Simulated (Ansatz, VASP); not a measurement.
**One calculation of InSb, two programs**

```xyz
2
Lattice="0.0000 3.2788 3.2788 3.2788 0.0000 3.2788 3.2788 3.2788 0.0000" Properties=species:S:1:pos:R:3 pbc="T T T"
In    0.0000    0.0000    0.0000
Sb    4.9182    4.9182    4.9182
```

Alike in both runs: functional r2SCAN; k mesh 12 × 12 × 12; occupations gaussian, width 0.1 eV; no spin polarisation.

Ansatz relaxed the structure, and its values are those at the end. VASP's run is a single point on that final structure, the one shown.

|  | VASP | Ansatz |
| --- | --- | --- |
| version | VASP 6.6.1 | Ansatz 0.2.0 |
| potentials or method | VASP PAW PBE potentials, release 64 (In_d, Sb), cutoff 520 eV | scalar-relativistic, plane waves, PAW |
| valence electrons in the cell | 18 | 28 |

|  | VASP | Ansatz | Ansatz less VASP |
| --- | --- | --- | --- |
| gap on the k mesh at the Fermi level (eV) | none | none | - |
| pressure (GPa) | 0.0 | 0.0 | +0.02 |

VASP's potentials were made for PBE, not for r2SCAN. A gap of «none» marks a metal or a gap that the smearing closes. With one functional, cell and mesh, what is left measures potentials, basis and numerics. VASP's potentials hold 18 valence electrons a cell and Ansatz's 28, so a difference there can come from the potentials and not from the codes.

Neither program's run includes spin-orbit coupling.
